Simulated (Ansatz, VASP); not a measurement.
**Te: VASP beside Ansatz**

File INCAR:

```
SYSTEM = Te
ALGO = Normal
EDIFF = 1E-6
ENCUT = 520
ISIF = 2
ISMEAR = -1
LASPH = .TRUE.
LCHARG = .TRUE.
LELF = .TRUE.
LREAL = .FALSE.
LVHAR = .TRUE.
LWAVE = .FALSE.
NBANDS = 16
NELM = 80
PREC = Accurate
SIGMA = 0.05
```

The input KPOINTS:

```
k-points
0
G
  8 8 8
  0 0 0
```

File POSCAR:

```
Te
1.0
    4.2056823652     -2.3552854265      0.0000000000
    4.2056823652      2.3552854265      0.0000000000
   -0.1295744703      0.0000000000      3.9307898038
Te
3
Direct
    0.6760000000      0.6760000000      0.6750000000
    0.3240000000      0.3240000000      0.3250000000
    0.0000000000      0.0000000000      0.0000000000
```

Input for Ansatz:

```yaml
crystal:
  lattice:
    - [4.2056823652, -2.3552854265, 0.0]
    - [4.2056823652, 2.3552854265, 0.0]
    - [-0.1295744703, 0.0, 3.9307898038]
  atoms:
    - { symbol: Te, position: [0.676, 0.676, 0.675] }
    - { symbol: Te, position: [0.324, 0.324, 0.325] }
    - { symbol: Te, position: [0.0, 0.0, 0.0] }
kpoints:
  mp_grid: { grid: [8, 8, 8] }
  band_path:
    path:
      - [0.0, 0.0, 0.0]
      - [-0.3284920764, 0.3284920764, 0.0]
      - [-0.6715079236, -0.3284920764, 0.0]
      - [-0.5, -0.5, 0.0]
      - [0.0, 0.0, 0.0]
      - [-0.5, -0.5, 0.5]
      - [-0.6770386277, -0.3229613723, 0.5]
      - [-0.3229613723, 0.3229613723, 0.5]
      - [0.0, 0.0, 0.5]
    npoints: 5
scf:
  occupations: { method: fermi_dirac, width: 0.05 }
hamiltonian:
  xc: lda
  pseudopotentials: { kind: all_electron, lapw: { basis_error: 0.001 } }
output:
  forces: true
  stress: true
  eigenvalues: true
```

Change from the starting cell: volume scaled by 0.98.

Alike in both runs: task single point; functional LDA; k mesh 8 × 8 × 8; occupations fermi-dirac, width 0.05 eV; no spin polarisation.

```csv
,VASP,Ansatz
version,VASP 6.6.1,Ansatz 0.2.0
potentials or method,"VASP PAW LDA potentials, release 64 (Te), cutoff 520 eV","all-electron LAPW, scalar-relativistic"
```

VASP gave:

* pressure (GPa): 6.7
* traceless stress, the component that is largest in VASP (GPa): 1.00
* rms of the force components (eV/Å): 0.244

Q: Which values does Ansatz return?

A: Pressure (GPa): 6.5; traceless stress, the component that is largest in VASP (GPa): 1.01; rms of the force components (eV/Å): 0.238.

LDA's correlation is that of Perdew and Zunger in VASP and of Perdew and Wang (1992) in Ansatz. Atom by atom the forces differ by 0.006 eV/Å (rms over components). Ansatz ran all-electron here, and VASP with PAW potentials.

Spin-orbit coupling is off throughout.
